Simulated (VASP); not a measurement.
## Co: electric field gradients with PBEsol

Crystal: Co.

```
CELL_PARAMETERS angstrom
2.50209 0.00000 0.00000
-1.25105 2.16688 0.00000
0.00000 0.00000 4.06354
ATOMIC_POSITIONS crystal
Co 0.33333 0.66667 0.25000
Co 0.66667 0.33333 0.75000
```

This cell differs from its parent crystal: volume scaled by 0.98.

| Item | Value |
| --- | --- |
| Program | VASP 6.6.1 |
| Task | electric field gradients |
| Functional | PBEsol |
| Potentials or basis | VASP PAW PBE potentials, release 64 (Co) |
| Cutoff | 520 eV |
| k mesh | 19 × 19 × 10 |
| Occupations | fermi-dirac, width 0.05 eV |
| Spin | collinear spin, ferromagnetic start |
| Starting moments | [2.0, 2.0] μB |
| Dipole correction | no |
| Further INCAR settings | ALGO = Normal; EDIFF = 1e-08; NBANDS = 20 |

The pressure is -13.3 GPa and the net moment is 3.23 μB per cell. The site moments are Co +1.64 μB. The valence electrons inside the program's atomic spheres are Co 8.24.

Stress tensor (GPa, compression positive):
```
-12.72   0.00   0.00
  0.00 -12.72   0.00
  0.00   0.00 -14.35
```

Levels at points of the mesh, in eV from the Fermi level:
Spin up:
```
           k point  band 7  band 8  band 9  band 10  band 11  band 12  band 13  band 14  band 15  band 16
(0.00, 0.00, 0.00)   -2.25   -1.89   -1.89    -0.83    -0.83    -0.17     6.14    21.85    24.28    24.28
(0.00, 0.00, 0.50)   -2.61   -2.61   -1.13    -1.13    -1.13    -1.13    14.69    14.69    22.55    22.55
```
Spin down:
```tsv
k point	band 3	band 4	band 5	band 6	band 7	band 8	band 9	band 10	band 11	band 12
(0.00, 0.00, 0.00)	-0.98	-0.92	-0.92	-0.57	-0.57	-0.17	-0.14	-0.14	1.04	1.04
(0.00, 0.00, 0.50)	-1.51	-1.51	-0.98	-0.98	-0.98	-0.98	0.71	0.71	0.71	0.71
```

Electric field gradients, principal values (V/Å²):
| atom | least | middle | greatest (by size) |
| --- | --- | --- | --- |
| 1 Co | 1.034 | 1.037 | -2.071 |
| 2 Co | 1.034 | 1.037 | -2.071 |

Wall time 3.2 min on 1 thread of Intel Xeon 6975P-C (shared host), peak memory 0.26 GiB.

Caveat: without QUAD_EFG the Cq values of the log hold for a quadrupole moment of 1 mb, not for the nuclei; the PAW data sets were made with another functional, which shifts forces and pressure a little.
